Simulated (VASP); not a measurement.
Here is a VASP 6.6.1 calculation.

File INCAR:

```
SYSTEM = MgO
  PREC = Accurate
  ENCUT = 520
  EDIFF = 1E-7
  ISMEAR = 0
  SIGMA = 0.02
  LREAL = Auto
  LASPH = .True.
  NELM = 100
  ALGO = Normal
  ISIF = 2
  LWAVE = .False.
  LCHARG = .False.
  GGA = PE
  NBANDS = 51
```

The input KPOINTS:

```
regular mesh
0
Gamma
  12 12 1
  0 0 0
```

The input POSCAR:

```
MgO
1.0
    3.2890381147      0.0000000000      0.0000000000
   -1.6445190573      2.8483905613      0.0000000000
    0.0000000000      0.0000000000     23.5029500566
Mg O
9 9
Direct
    0.0000000000      0.0000000000     -0.0006228861
    0.3333333333      0.6666666667      0.1101956461
    0.6666666667      0.3333333333      0.2223159333
    0.3333333333      0.6666666667      0.3327488513
    0.6666666667      0.3333333333      0.4431823685
    0.3333333333      0.6666666667      0.5536089519
    0.6666666667      0.3333333333      0.6644171791
    0.0000000000      0.0000000000      0.7768920483
    0.3333333333      0.6666666667      0.8889610133
    0.0000000000      0.0000000000      0.0842867895
    0.3333333333      0.6666666667      0.1959505758
    0.6666666667      0.3333333333      0.3071939446
    0.3333333333      0.6666666667      0.4176281013
    0.6666666667      0.3333333333      0.5280609918
    0.3333333333      0.6666666667      0.6385162959
    0.6666666667      0.3333333333      0.7501896507
    0.0000000000      0.0000000000      0.8626327619
    0.3333333333      0.6666666667      0.9738417828
```

Potentials or basis: VASP PAW PBE potentials, release 64 (Mg, O).

Launch:

```bash
$ cat potpaw_PBE.64/Mg/POTCAR potpaw_PBE.64/O/POTCAR > POTCAR
$ mpirun -np 1 vasp_std > vasp.out
```

(1) Predict the pressure.

(2) Predict the band gap on the k mesh.

(3) What does it give for the largest force?

Answers

(1) -0.4 GPa.

(2) 3.41 eV.

(3) 0.011 eV/Å.

Caveat: an odd mesh through Γ misses points on the zone boundary, where band edges can lie.
